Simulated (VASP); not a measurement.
# Be3NiS4 in VASP: notebook, part 2 of 2

VASP 6.6.1. The steps go on from the part before.

## (4) Single point, PBE

This run uses another cell than the first one, of 15.02 Å³/atom, 0.986 times its volume.

File INCAR:

```
SYSTEM = Be3NiS4
PREC     = Accurate       ! precision mode
ENCUT    = 520            ! plane-wave cutoff, eV
EDIFF    = 1E-7           ! SCF threshold, eV
ISMEAR   = 0              ! smearing method
SIGMA    = 0.1            ! smearing width, eV
LREAL    = .False.        ! projectors in reciprocal space
LASPH    = .True.         ! aspherical terms in the spheres
NELM     = 80             ! most SCF steps
ALGO     = Normal         ! electronic algorithm
ISIF     = 2              ! what is computed and relaxed
LWAVE    = .False.        ! write WAVECAR
LCHARG   = .True.         ! write CHGCAR
GGA      = PE             ! functional
LELF     = .True.         ! ELF
LVHAR    = .True.       
NBANDS   = 30             ! bands
```

File KPOINTS:

```
regular mesh
0
Gamma
  6 6 6
  0 0 0
```

File POSCAR:

```
Be3NiS4
1.0
    4.9350787727      0.0000000000      0.0000000000
    0.0000000000      4.9350787727      0.0000000000
    0.0000000000      0.0000000000      4.9350787727
Be Ni S
3 1 4
Direct
    0.5000000000      0.5000000000      0.0000000000
    0.5000000000      0.0000000000      0.5000000000
    0.0000000000      0.5000000000      0.5000000000
    0.0000000000      0.0000000000      0.0000000000
    0.2581091834      0.2581091834      0.2581091834
    0.2581091834      0.7418908166      0.7418908166
    0.7418908166      0.2581091834      0.7418908166
    0.7418908166      0.7418908166      0.2581091834
```

Launch:

```
> cat potpaw_PBE.64/Be/POTCAR potpaw_PBE.64/Ni/POTCAR potpaw_PBE.64/S/POTCAR > POTCAR
> mpirun -np 1 vasp_std > vasp.out
```

Wall time 58 s (1 thread of AMD EPYC 9R45 (Zen 5), shared host); peak memory 0.23 GiB.

The run converged. Its results:

| Item | Value |
| --- | --- |
| Free energy | -39.2749 eV |
| Pressure | 0.1 GPa |
| Largest force | 0.013 eV/Å |
| Band gap on the k mesh | zero (band 20 reaches 5.44 eV, above the bottom of band 21 at 4.76 eV) |

Forces in eV/Å, atoms in the order of the input:
```
Be   0.000  0.000  0.000
Be   0.000  0.000  0.000
Be   0.000  0.000  0.000
Ni   0.000  0.000  0.000
S    0.007  0.007  0.007
S    0.007 -0.007 -0.007
S   -0.007  0.007 -0.007
S   -0.007 -0.007  0.007
```

Levels at points of the mesh, in eV from the Fermi level:
```csv
k point,band 16,band 17,band 18,band 19,band 20,band 21,band 22,band 23,band 24,band 25
"(0.00, 0.00, 0.00)",-2.42,-1.36,-1.36,0.31,0.31,0.31,2.88,2.88,2.88,4.12
"(0.50, 0.00, 0.00)",-2.36,-1.28,-1.06,-0.53,-0.36,-0.36,3.44,4.33,5.53,5.68
"(0.50, 0.50, 0.00)",-2.39,-1.18,-0.99,-0.70,-0.01,-0.01,4.78,4.78,5.59,5.85
"(0.50, 0.50, 0.50)",-2.10,-1.01,-1.01,0.28,0.28,0.28,4.38,4.38,4.38,5.06
```

Caveat: the run has no spin polarisation, though such a crystal can be magnetic. With open d or f shells a metallic result of PBE can be an artefact of self-interaction; +U or a hybrid may open a gap.

## (5) Single point, PBE, collinear spin, ferromagnetic start

File INCAR:

```
PREC = Accurate ; ENCUT = 520
EDIFF = 1E-7 ; ISMEAR = 0
SIGMA = 0.2 ; LREAL = False
LASPH = True ; NELM = 150
ALGO = Normal ; ISIF = 2
LWAVE = False ; LCHARG = True
ISPIN = 2 ; MAGMOM = 0 0 0 1.28 0 0 0 0
LORBIT = 11 ; LMAXMIX = 4
GGA = PE ; LELF = True
LVHAR = True ; NBANDS = 34
```

File KPOINTS:

```
regular mesh
0
Gamma
  4 4 4
```

File POSCAR:

```
Be3NiS4
1.0
    4.9587019107      0.0000000000      0.0000000000
    0.0000000000      4.9587019107      0.0000000000
    0.0000000000      0.0000000000      4.9587019107
Be Ni S
3 1 4
Direct
    0.5000000000      0.5000000000      1.0000000000
    0.5000000000      0.0000000000      0.5000000000
    1.0000000000      0.5000000000      0.5000000000
    0.0000000000      0.0000000000      0.0000000000
    0.2594439924      0.2594439924      0.2594439924
    0.2594439924      0.7405560076      0.7405560076
    0.7405560076      0.2594439924      0.7405560076
    0.7405560076      0.7405560076      0.2594439924
```

Launch:

```
> cat potpaw_PBE.64/Be/POTCAR potpaw_PBE.64/Ni/POTCAR potpaw_PBE.64/S/POTCAR > POTCAR
> mpirun -np 1 vasp_std > vasp.out
```

Run time: 72 s. Hardware: 1 thread of AMD EPYC 9R45 (Zen 5), shared host; peak memory 0.28 GiB.

Results (log left out):

```yaml
Free_energy: -39.4649 eV
Pressure: 0.0 GPa
Net_moment: 1.93 μB per cell
Site_moments: Be +0.00; Ni +1.18; S +0.11 μB
Valence_electrons_inside_the_program's_atomic_spheres: Be 1.00; Ni 9.26; S 3.79
```

Levels at points of the mesh, in eV from the Fermi level:
Spin up:
```tsv
k point	band 17	band 18	band 19	band 20	band 21	band 22	band 23	band 24	band 25	band 26
(0.00, 0.00, 0.00)	-1.94	-1.94	-0.07	-0.07	-0.07	2.78	2.78	2.78	4.06	4.46
(0.50, 0.00, 0.00)	-1.84	-1.63	-1.32	-0.96	-0.96	3.48	4.29	5.47	5.62	5.62
(0.50, 0.50, 0.00)	-1.83	-1.73	-1.08	-0.59	-0.59	4.79	4.79	5.49	5.72	6.63
(0.50, 0.50, 0.50)	-1.41	-1.41	-0.27	-0.27	-0.27	4.34	4.34	4.34	4.84	5.47
```
Spin down:
```tsv
k point	band 17	band 18	band 19	band 20	band 21	band 22
(0.00, 0.00, 0.00)	-1.31	-1.31	0.57	0.57	0.57	3.02
(0.50, 0.00, 0.00)	-1.23	-1.01	-0.15	-0.01	-0.01	3.52
(0.50, 0.50, 0.00)	-1.13	-0.65	-0.57	0.32	0.32	4.85
(0.50, 0.50, 0.50)	-0.96	-0.96	0.61	0.61	0.61	4.44
```

Caveat: a cell with one magnetic atom can't hold antiferromagnetic order, which such compounds often take. With open d or f shells a metallic result of PBE can be an artefact of self-interaction; +U or a hybrid may open a gap.

## (6) Summary

| spin | cell | k mesh | smearing | gap on the mesh (eV) | pressure (GPa) | moment (μB) | largest force (eV/Å) |
| --- | --- | --- | --- | --- | --- | --- | --- |
| collinear, ferromagnetic start | a = 4.961, b = 4.961, c = 4.956 Å, 8 atoms | 4 × 4 × 4 | gaussian 0.2 eV | none | 0.0 | 1.93 | 0.01 |
| collinear, ferromagnetic start | a = 4.960 Å, 8 atoms | 2 × 2 × 2 | gaussian 0.15 eV | none | 0.0 | 1.77 | 0.01 |
| off | a = 4.935 Å, 8 atoms | 6 × 6 × 6 | gaussian 0.1 eV | none | 0.1 | - | 0.01 |
| collinear, ferromagnetic start | a = 4.959 Å, 8 atoms | 4 × 4 × 4 | gaussian 0.2 eV | none | 0.0 | 1.93 | - |

Alike in all rows: task single point; level PBE; potentials or basis VASP PAW PBE potentials, release 64 (Be, Ni, S); cutoff (eV) 520.

Caveats: some runs use coarse meshes; a cell with one magnetic atom can't hold antiferromagnetic order, which such compounds often take (some runs).

Absolute energies hang on the potentials; compare differences alone.
